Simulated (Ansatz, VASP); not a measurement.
## Ga: VASP beside Ansatz

The input INCAR:

```
  PREC = Accurate
  ENCUT = 520
  EDIFF = 1E-7
  ISMEAR = -1
  SIGMA = 0.03
  LREAL = False
  LASPH = True
  NELM = 100
  ALGO = Normal
  ISIF = 2
  LWAVE = False
  LCHARG = False
  GGA = PS
  NBANDS = 20
```

Contents of KPOINTS:

```
regular mesh
0
Gamma
  14 14 11
```

The input POSCAR:

```
Ga
1.0
    1.3830000000     -4.0265000000      0.0000000000
    1.3830000000      4.0265000000      0.0000000000
   -0.1174500000      0.0000000000      3.3632293000
Ga
2
Direct
    0.8690000000      0.1310000000      0.2500000000
    0.1310000000      0.8690000000      0.7500000000
```

Input for Ansatz:

```yaml
crystal:
  lattice:
    - [1.383, -4.0265, 0.0]
    - [1.383, 4.0265, 0.0]
    - [-0.11745, 0.0, 3.3632293]
  atoms:
    - { symbol: Ga, position: [0.869, 0.131, 0.25] }
    - { symbol: Ga, position: [0.131, 0.869, 0.75] }
kpoints:
  mp_grid: { grid: [14, 14, 11] }
  band_path:
    path:
      - [0.0, 0.0, 0.0]
      - [-0.5, 0.5, 0.0]
      - [-0.5, 0.5, 0.5]
      - [0.0, 0.0, 0.5]
      - [0.0, 0.0, 0.0]
      - [-0.5, 0.0, 0.5]
      - [0.0, 0.0, 0.0]
      - [-0.5, 0.0, 0.0]
    npoints: 5
scf:
  occupations: { method: fermi_dirac, width: 0.03 }
hamiltonian:
  xc: pbesol
  pseudopotentials: { kind: all_electron, lapw: { basis_error: 0.0005 } }
output:
  forces: true
  stress: true
  eigenvalues: true
```

Change from the starting cell: zz strain of +1 %.

Alike in both runs: task single point; functional PBEsol; k mesh 14 × 14 × 11; occupations fermi-dirac, width 0.03 eV; no spin polarisation.

|  | VASP | Ansatz |
| --- | --- | --- |
| version | VASP 6.6.1 | Ansatz 0.2.0 |
| potentials or method | VASP PAW PBE potentials, release 64 (Ga_d), cutoff 520 eV | all-electron LAPW, scalar-relativistic |

VASP gave:

| Property | Result |
| --- | --- |
| pressure (GPa) | -2.3 |
| traceless stress, the component that is largest in VASP (GPa) | -0.39 |
| rms of the force components (eV/Å) | 0.096 |

Task: What did Ansatz give for the same quantities?

Result: Pressure (GPa): -2.3; traceless stress, the component that is largest in VASP (GPa): -0.37; rms of the force components (eV/Å): 0.096.

VASP's potentials were made for PBE, not for PBEsol. Atom by atom the forces differ by 0.000 eV/Å (rms over components). Ansatz ran all-electron here, and VASP with PAW potentials.
